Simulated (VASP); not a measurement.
# HPt6 in VASP: a series of runs

The runs below take HPt6 through single point, with PBE.

Everything below comes from runs of VASP 6.6.1. Logs are shortened: lines on timing, memory, paths and dates and some standing lists are left out, and cuts for length are marked.

### 1 The cell of the first run

The cell holds a slab with vacuum, 14 atoms: a = 5.614 Å, b = 5.614 Å, c = 21.851 Å, α = 90.00°, β = 90.00°, γ = 90.00°.

### 2 Single point, PBE

The input, INCAR:

```
PREC = Accurate
ENCUT = 520
EDIFF = 1E-6
ISMEAR = 0
SIGMA = 0.1
LREAL = F
LASPH = T
NELM = 80
ALGO = Normal
ISIF = 2
LWAVE = F
LCHARG = T
LDIPOL = T
IDIPOL = 3
DIPOL = 0.5 0.5 0.297
GGA = PE
LELF = T
LVHAR = T
LVACPOTAV = T
NBANDS = 74
```

The input, KPOINTS:

```
regular mesh
0
Gamma
  5 5 1
```

The input, POSCAR:

```
HPt6
1.0
    5.6143281343      0.0000000000      0.0000000000
    0.0000000000      5.6143281343      0.0000000000
    0.0000000000      0.0000000000     21.8513792319
Pt H
12 2
Direct
    0.2500000000      0.2500000000      0.1830548066
    0.2500000000      0.7500000000      0.1830548066
    0.7500000000      0.2500000000      0.1830548066
    0.7500000000      0.7500000000      0.1830548066
    0.0000000000      0.0000000000      0.2712126041
    0.0000000000      0.5000000000      0.2712126041
    0.5000000000      0.0000000000      0.2712126041
    0.5000000000      0.5000000000      0.2712126041
    0.2500000000      0.2500000000      0.3593081768
    0.2500000000      0.7500000000      0.3593081768
    0.7500000000      0.2500000000      0.3593081768
    0.7500000000      0.7500000000      0.3593081768
   -0.0818441653      0.0000000000      0.4531237652
    0.0818441653      0.0000000000      0.4531237652
```

Potentials or basis: VASP PAW PBE potentials, release 64 (Pt, H).

On the command line:

```
$ cat potpaw_PBE.64/Pt/POTCAR potpaw_PBE.64/H/POTCAR > POTCAR
$ mpirun -np 1 vasp_std > vasp.out
```

OUTCAR:

```text
PREC = Accurate
   ENCUT = 520
   EDIFF = 1E-6
   ISMEAR = 0
   LREAL = F
   LASPH = T
   NELM = 80
   ISIF = 2
   GGA = PE

 ion  position               nearest neighbor table
   1  0.250  0.250  0.183-   5 2.77   6 2.77   7 2.77   8 2.77   2 2.81   3 2.81   2 2.81   3 2.81

   2  0.250  0.750  0.183-   5 2.77   6 2.77   7 2.77   8 2.77   1 2.81   4 2.81   1 2.81   4 2.81

   3  0.750  0.250  0.183-   5 2.77   6 2.77   7 2.77   8 2.77   1 2.81   4 2.81   4 2.81   1 2.81
[... 15 lines left out ...]
  11  0.750  0.250  0.359-   5 2.77   6 2.77   7 2.77   8 2.77   9 2.81  12 2.81  12 2.81   9 2.81

  12  0.750  0.750  0.359-   5 2.77   6 2.77   7 2.77   8 2.77  10 2.81  11 2.81  11 2.81  10 2.81

  13  0.918  0.000  0.453-
  14  0.082  0.000  0.453-

  LATTYP: Found a simple tetragonal cell.
 ALAT       =     5.6143281343
 C/A-ratio  =     3.8920737636

  Lattice vectors:

 A1 = (   5.6143281343,   0.0000000000,   0.0000000000)
 A2 = (   0.0000000000,   5.6143281343,   0.0000000000)
 A3 = (   0.0000000000,   0.0000000000,  21.8513792319)

Analysis of symmetry for initial positions (statically):
=====================================================================
 Subroutine PRICEL returns:
 Original cell was already a primitive cell.

 Routine SETGRP: Setting up the symmetry group for a
 simple tetragonal supercell.

 Subroutine GETGRP returns: Found  4 space group operations
 (whereof  4 operations were pure point group operations)
 out of a pool of 16 trial point group operations.

The static configuration has the point symmetry C_2v.

Analysis of symmetry for dynamics (positions and initial velocities):
=====================================================================
 Subroutine PRICEL returns:
 Original cell was already a primitive cell.

 Routine SETGRP: Setting up the symmetry group for a
 simple tetragonal supercell.

 Subroutine GETGRP returns: Found  4 space group operations
 (whereof  4 operations were pure point group operations)
 out of a pool of 16 trial point group operations.

The dynamic configuration has the point symmetry C_2v.

 Subroutine INISYM returns: Found  4 space group operations
 (whereof  4 operations are pure point group operations),
 and found     1 'primitive' translations

[... 119 lines left out ...]
   IALGO  =     38    algorithm
   IMIX   =      4    mixing-type and parameters
     AMIX     =   0.40;   BMIX     =  1.00
     AMIX_MAG =   1.60;   BMIX_MAG =  1.00
  volume/ion in A,a.u.               =      49.20       332.00
  Fermi-wavevector in a.u.,A,eV,Ry     =   0.919397  1.737409 11.500891  0.845292
  Thomas-Fermi vector in A             =   2.044587
   LORBIT       =      0    0 simple, 1 ext, 2 COOP (PROOUT), +10 PAW based schemes
   GGA     = PE    functional components
   LHFCALC =     F    Hartree Fock is set to
   AEXX    =    0.0000 exact exchange contribution
   IVDW    =     0    specifies the selected vdW correction
   LEPSILON=     F    determine dielectric tensor
   LRPA    =     F    only Hartree local field effects (RPA)
 non-spin polarized calculation
 Gauss-broadening in eV      SIGMA  =   0.10
  energy-cutoff  :      520.00
  volume of cell :      688.77
 maximum number of plane-waves:     18583
 NGX is ok and might be reduce to    42
   NGX = 21   NGY = 21   NGZ = 81

 dipolmoment           0.000000      0.000000      0.021771 electrons x Angstroem

 number of electron     122.0000011 magnetization

 dipolmoment           0.000000      0.000000     -0.050645 electrons x Angstroem

 Free energy of the ion-electron system (eV)
  ---------------------------------------------------
  ext. energy  EPLUGINS =         0.00000000
  ---------------------------------------------------
  free energy    TOTEN  =       -72.27042719 eV

  energy without entropy =      -72.14105170  energy(sigma->0) =      -72.20573944

 E-fermi :  -1.0976     XC(G=0):  -4.5932

 val. band max:       -1.0979077618   @ k =   0.2000   0.2000   0.0000
 cond. band min:      -1.0922613361   @ k =   0.4000   0.4000   0.0000
 fundamental gap:      0.0056464257
 Fermi energy:        -1.0975683369

 k-point     1 :       0.0000    0.0000    0.0000
  band No.  band energies     occupation
      1      -9.9707      2.00000
      2      -7.6766      2.00000
      3      -7.5550      2.00000
      4      -7.5407      2.00000
      5      -7.3266      2.00000
      6      -7.3228      2.00000
[... 673 lines left out ...]
     72       2.5235      0.00000
     73       3.1315      0.00000
 [bands above 73 left out]

------------------------ aborting loop because EDIFF is reached ----------------------------------------

  FORCE on cell =-STRESS in cart. coord.  units (eV):
  Direction    XX          YY          ZZ          XY          YZ          ZX
  --------------------------------------------------------------------------------------
  -------------------------------------------------------------------------------------
  Total      -14.9756400    -12.6205868      0.4148862      0.0000000      0.0000000      0.0000000
  in kB      -34.8354588    -29.3572717      0.9650841      0.0000000      0.0000000      0.0000000
  external PRESSURE =     -21.0758821 kB  Pullay stress =       0.0000000 kB

 VOLUME and BASIS-vectors are now :
 -----------------------------------------------------------------------------
  energy-cutoff  :      520.00
  volume of cell :      688.77
      direct lattice vectors                 reciprocal lattice vectors
     5.614328134  0.000000000  0.000000000     0.178115703  0.000000000  0.000000000
     0.000000000  5.614328134  0.000000000     0.000000000  0.178115703  0.000000000
     0.000000000  0.000000000 21.851379232     0.000000000  0.000000000  0.045763702

 POSITION                                       TOTAL-FORCE (eV/Angst)
 -----------------------------------------------------------------------------------
      1.40358      1.40358      4.00000         0.004351      0.013471      0.013207
      1.40358      4.21075      4.00000         0.004351     -0.013471      0.013207
      4.21075      1.40358      4.00000        -0.004351      0.013471      0.013207
      4.21075      4.21075      4.00000        -0.004351     -0.013471      0.013207
      0.00000      0.00000      5.92637         0.000000      0.000000     -0.080649
      0.00000      2.80716      5.92637         0.000000      0.000000      0.018339
      2.80716      0.00000      5.92637         0.000000      0.000000     -0.006457
      2.80716      2.80716      5.92637         0.000000      0.000000     -0.207341
      1.40358      1.40358      7.85138         0.027882      0.022830      0.023442
      1.40358      4.21075      7.85138         0.027882     -0.022830      0.023442
      4.21075      1.40358      7.85138        -0.027882      0.022830      0.023442
      4.21075      4.21075      7.85138        -0.027882     -0.022830      0.023442
      5.15483      0.00000      9.90138         2.635706      0.000000      0.064758
      0.45950      0.00000      9.90138        -2.635706     -0.000000      0.064758
 -----------------------------------------------------------------------------------
    total drift:                                0.000000      0.000000      0.000048

  FREE ENERGIE OF THE ION-ELECTRON SYSTEM (eV)
  ---------------------------------------------------
  free  energy   TOTEN  =       -72.2704271868 eV

  energy  without entropy=      -72.1410516967  energy(sigma->0) =      -72.20573944

 vacuum level on the upper side and lower side of the slab         4.289         4.580
```

OSZICAR:

```text
N       E                     dE             d eps       ncg     rms          rms(c)
DAV:   1     0.839871411384E+03    0.83987E+03   -0.50195E+04  1332   0.135E+03
DAV:   2    -0.191058569575E+01   -0.84178E+03   -0.77534E+03  1656   0.262E+02
DAV:   3    -0.739643854186E+02   -0.72054E+02   -0.66185E+02  1656   0.722E+01
[... 24 lines left out ...]
DAV:  28    -0.722704211197E+02   -0.74567E-05   -0.34744E-07   880   0.206E-03    0.164E-03
DAV:  29    -0.722704237661E+02   -0.26464E-05   -0.22767E-07   864   0.118E-03    0.837E-04
DAV:  30    -0.722704253825E+02   -0.16164E-05   -0.92766E-08   832   0.922E-04    0.201E-04
DAV:  31    -0.722704265067E+02   -0.11243E-05   -0.67647E-08   832   0.446E-04    0.166E-04
DAV:  32    -0.722704271868E+02   -0.68007E-06   -0.35532E-08   832   0.375E-04
   1 F= -.72270427E+02 E0= -.72205739E+02  d E =-.129375E+00
```

stdout:

```text
POSCAR found type information on POSCAR PtH
 POSCAR found :  2 types and      14 ions
 scaLAPACK will be used
 LDA part: xc-table for (Slater+PW92), standard interpolation
 POSCAR, INCAR and KPOINTS ok, starting setup
 FFT: planning ... GRIDC
 FFT: planning ... GRID_SOFT
 FFT: planning ... GRID
 WAVECAR not read
 entering main loop
 -----------------------------------------------------------------------------
|                                                                             |
|           W    W    AA    RRRRR   N    N  II  N    N   GGGG   !!!           |
|           W    W   A  A   R    R  NN   N  II  NN   N  G    G  !!!           |
|           W    W  A    A  R    R  N N  N  II  N N  N  G       !!!           |
|           W WW W  AAAAAA  RRRRR   N  N N  II  N  N N  G  GGG   !            |
|           WW  WW  A    A  R   R   N   NN  II  N   NN  G    G                |
|           W    W  A    A  R    R  N    N  II  N    N   GGGG   !!!           |
|                                                                             |
|     Did not find any points to average over, which means that no vacuum     |
|     field-free region was found. Please increase the size of  your cell     |
|     in the dimension of the dipole correction to obtain accurate            |
|     workfunction values.                                                    |
|                                                                             |
 -----------------------------------------------------------------------------
```

Wall time 24 min (1 thread of Oxide Virtual Turin-like, shared host); peak memory 0.75 GiB.

Results:

```
Free energy            : -72.2704 eV
Largest force          : 2.637 eV/Å
Band gap on the k mesh : zero (band 61 reaches -0.96 eV, above the bottom of band 62 at -1.12 eV)
```

Forces on the atoms (eV/Å):
```
Pt   0.004  0.013  0.013
Pt   0.004 -0.013  0.013
Pt  -0.004  0.013  0.013
Pt  -0.004 -0.013  0.013
Pt   0.000  0.000 -0.081
Pt   0.000  0.000  0.018
Pt   0.000  0.000 -0.006
Pt   0.000  0.000 -0.207
Pt   0.028  0.023  0.023
Pt   0.028 -0.023  0.023
Pt  -0.028  0.023  0.023
Pt  -0.028 -0.023  0.023
H    2.636  0.000  0.065
H   -2.636  0.000  0.065
```

Caveat: spin-orbit coupling is left out, which moves the levels of the heavy elements.

### 3 Single point, PBE

The input, INCAR:

```
SYSTEM = HPt6
PREC = Accurate
ENCUT = 520
EDIFF = 1E-6
ISMEAR = 0
SIGMA = 0.1
LREAL = .False.
LASPH = .True.
NELM = 60
ALGO = Normal
ISIF = 2
LWAVE = .False.
LCHARG = .True.
LDIPOL = .True.
IDIPOL = 3
DIPOL = 0.5 0.5 0.291
GGA = PE
LELF = .True.
LVHAR = .True.
LVACPOTAV = .True.
NBANDS = 74
```

The input, KPOINTS:

```
regular mesh
0
Gamma
  5 5 1
  0 0 0
```

Changes to POSCAR since step 2:

```diff
@@ -20,3 +20,3 @@
     0.7500000000      0.7500000000      0.3593081768
-   -0.0818441653      0.0000000000      0.4531237652
-    0.0818441653      0.0000000000      0.4531237652
+   -0.1990442976      0.0000000000      0.4091906116
+    0.1990442976      0.0000000000      0.4091906116
```

Potentials or basis: VASP PAW PBE potentials, release 64 (Pt, H).

On the command line:

```
$ cat potpaw_PBE.64/Pt/POTCAR potpaw_PBE.64/H/POTCAR > POTCAR
$ mpirun -np 1 vasp_std > vasp.out
```

Wall time 24 min (1 thread of Oxide Virtual Turin-like, shared host); peak memory 0.77 GiB.

It converged, with:

| Quantity | Value |
| --- | --- |
| Free energy | -73.7907 eV |
| Largest force | 0.541 eV/Å |
| Band gap on the k mesh | zero (band 61 reaches -0.83 eV, above the bottom of band 62 at -1.27 eV) |

Forces in eV/Å, atoms in the order of the input:
```
Pt  -0.017  0.064 -0.063
Pt  -0.017 -0.064 -0.063
Pt   0.017  0.064 -0.063
Pt   0.017 -0.064 -0.063
Pt   0.000  0.000 -0.541
Pt   0.000  0.000 -0.160
Pt   0.000  0.000 -0.451
Pt   0.000  0.000  0.107
Pt  -0.056  0.043  0.509
Pt  -0.056 -0.043  0.509
Pt   0.056  0.043  0.509
Pt   0.056 -0.043  0.509
H   -0.369  0.000 -0.369
H    0.369  0.000 -0.369
```

Levels at points of the mesh, in eV from the Fermi level:
| k point | band 58 | band 59 | band 60 | band 61 | band 62 | band 63 | band 64 | band 65 |
| --- | --- | --- | --- | --- | --- | --- | --- | --- |
| (0.00, 0.00, 0.00) | 0.05 | 0.05 | 0.10 | 0.35 | 0.36 | 0.66 | 0.69 | 0.87 |

Caveat: spin-orbit coupling is left out, which moves the levels of the heavy elements.

### 4 Single point, PBE

The input, INCAR:

```
PREC = Accurate
ENCUT = 520
EDIFF = 1E-6
ISMEAR = 0
SIGMA = 0.1
LREAL = F
LASPH = T
NELM = 100
ALGO = Normal
ISIF = 2
LWAVE = F
LCHARG = F
LDIPOL = T
IDIPOL = 3
DIPOL = 0.5 0.5 0.295
GGA = PE
NBANDS = 74
```

The input, KPOINTS:

```
Automatic mesh
0
Gamma
  5 5 1
```

Changes to POSCAR since step 3:

```diff
@@ -20,3 +20,3 @@
     0.7500000000      0.7500000000      0.3593081768
-   -0.1990442976      0.0000000000      0.4091906116
-    0.1990442976      0.0000000000      0.4091906116
+   -0.1990442976      0.0000000000      0.4384793806
+    0.1990442976      0.0000000000      0.4384793806
```

On the command line:

```
$ cat potpaw_PBE.64/Pt/POTCAR potpaw_PBE.64/H/POTCAR > POTCAR
$ mpirun -np 1 vasp_std > vasp.out
```

It took 29 min on 1 thread of Oxide Virtual Turin-like, shared host; peak memory 0.76 GiB.

It converged, with:

```yaml
Free_energy: -71.7248 eV
Largest_force: 2.282 eV/Å
Band_gap_on_the_k_mesh: zero (band 61 reaches -0.83 eV, above the bottom of band 62 at -1.23 eV)
```

Forces on the atoms (eV/Å):
```
Pt   0.002  0.039 -0.049
Pt   0.002 -0.039 -0.049
Pt  -0.002  0.039 -0.049
Pt  -0.002 -0.039 -0.049
Pt   0.000  0.000 -0.333
Pt   0.000  0.000 -0.012
Pt   0.000  0.000 -0.314
Pt   0.000  0.000  0.226
Pt  -0.131 -0.444  1.279
Pt  -0.131  0.444  1.279
Pt   0.131 -0.444  1.279
Pt   0.131  0.444  1.279
H   -0.415  0.000 -2.244
H    0.415  0.000 -2.244
```

Levels at points of the mesh, in eV from the Fermi level:
```csv
k point,band 58,band 59,band 60,band 61,band 62,band 63,band 64,band 65
"(0.00, 0.00, 0.00)",0.05,0.09,0.09,0.33,0.45,0.73,0.73,0.74
```

Caveat: spin-orbit coupling is left out, which moves the levels of the heavy elements.
